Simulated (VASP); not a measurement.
NaLi3S2, 6 atoms in the cell. The structure is trigonal, space group P-3m1 (No. 164). The conventional cell has a = 4.079 Å, b = 4.079 Å, c = 6.720 Å, α = 90.00°, β = 90.00°, γ = 120.00°. Na (site symmetry -3m) has 6 S at 3.02 Å and 8 Li at 3.27 to 3.36 Å and 6 Na at 4.08 Å within 4.1 Å. Within 3.4 Å of Li (site symmetry -3m) lie 6 Li at 2.59 Å and 6 S at 2.78 Å and 2 Na at 3.36 Å. Li (site symmetry 3m) has 4 S at 2.39 to 2.56 Å and 6 Li at 2.59 to 3.21 Å and 3 Na at 3.27 Å within 3.3 Å. S (site symmetry 3m) has 7 Li at 2.39 to 2.78 Å and 3 Na at 3.02 Å within 3.2 Å. 

* Program: VASP 6.6.1
* Task: single point
* Functional: PBE
* Potentials or basis: VASP PAW PBE potentials, release 64 (Na_pv, Li_sv, S)
* Cutoff: 520 eV
* k mesh: 6 × 6 × 4
* Occupations: gaussian, width 0.02 eV
* Spin: no spin polarisation
* Dipole correction: no
* Further INCAR settings: ALGO = Normal; EDIFF = 1e-06; NBANDS = 23

Potentials or basis: VASP PAW PBE potentials, release 64 (Na_pv, Li_sv, S).

Command:

```console
$ cat potpaw_PBE.64/Na_pv/POTCAR potpaw_PBE.64/Li_sv/POTCAR potpaw_PBE.64/S/POTCAR > POTCAR
$ mpirun -np 1 vasp_std > vasp.out
```

Hardware: 1 thread of Intel(R) Xeon(R) Platinum 8488C (Sapphire Rapids), on a shared host.

Problem. How long does it take, and how much memory?

Solution. It took 37 s on 1 thread of Intel(R) Xeon(R) Platinum 8488C (Sapphire Rapids) (shared host), peak memory 0.21 GiB. Counts: scf iterations 13, k points 24.
